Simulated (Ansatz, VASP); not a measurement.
## One calculation of ScBiTe3S, two programs

```
CELL_PARAMETERS angstrom
6.59194 0.00000 0.00000
0.00000 6.59194 0.00000
0.00000 0.00000 4.68857
ATOMIC_POSITIONS crystal
Sc 0.00000 0.00000 0.00000
Bi 0.00000 0.00000 0.50000
Te 0.00000 0.50000 0.00000
Te 0.50000 0.00000 0.00000
Te 0.50000 0.50000 0.00000
S 0.50000 0.50000 0.50000
```

Alike in both runs: task single point; functional PBE; k mesh 4 × 4 × 4; occupations gaussian, width 0.1 eV; no spin polarisation.

```csv
,VASP,Ansatz
version,VASP 6.6.1,Ansatz 0.2.0
potentials or method,"VASP PAW PBE potentials, release 64 (Sc_sv, Bi_d, Te, S), cutoff 520 eV","scalar-relativistic, plane waves, PAW"
valence electrons in the cell,50,80
```

|  | VASP | Ansatz | Ansatz less VASP |
| --- | --- | --- | --- |
| gap on the k mesh at the Fermi level (eV) | none | none | - |
| pressure (GPa) | 6.2 | 6.2 | +0.01 |
| traceless stress, the component that is largest in VASP (GPa) | 23.88 | 23.85 | -0.027 |

A gap of «none» marks a metal or a gap that the smearing closes. VASP's potentials hold 50 valence electrons a cell and Ansatz's 80, so a difference there can come from the potentials and not from the codes.

Neither program's run includes spin-orbit coupling.
